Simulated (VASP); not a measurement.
Runs of VASP 6.6.1 on Be4ZnSe. The structure is that of space group P-6m2 (No. 187), or close to it. The cells are those of the table. 

```tsv
cell	k mesh	gap on the mesh (eV)	pressure (GPa)	largest force (eV/Å)
a = 3.796, b = 3.796, c = 6.543 Å, angles 90.0, 90.0, 120.0°, 6 atoms	6 × 6 × 2	none	(a)	0.03
a = 4.161, b = 4.161, c = 5.512 Å, angles 90.0, 90.0, 120.0°, 6 atoms	4 × 4 × 4	none	0.4	-
a = 4.756, b = 4.756, c = 3.750 Å, angles 90.0, 90.0, 120.0°, 6 atoms	4 × 4 × 4	none	0.1	(b)
a = 3.763, b = 3.763, c = 6.835 Å, angles 90.0, 90.0, 120.0°, 6 atoms	4 × 4 × 3	none	0.1	0.02
```

Alike in all rows: task single point; level PBE; potentials or basis VASP PAW PBE potentials, release 64 (Be, Zn, Se); no spin polarisation; cutoff (eV) 600; smearing gaussian 0.2 eV.

Q: Estimate the missing entries.

A: (a) 0.3; (b) 0.04.

Caveats: all runs use coarse meshes.

A k mesh can miss the band edges, and the runs leave out spin-orbit coupling on Se.

A gap of «none» marks levels without a gap at the run's occupations.
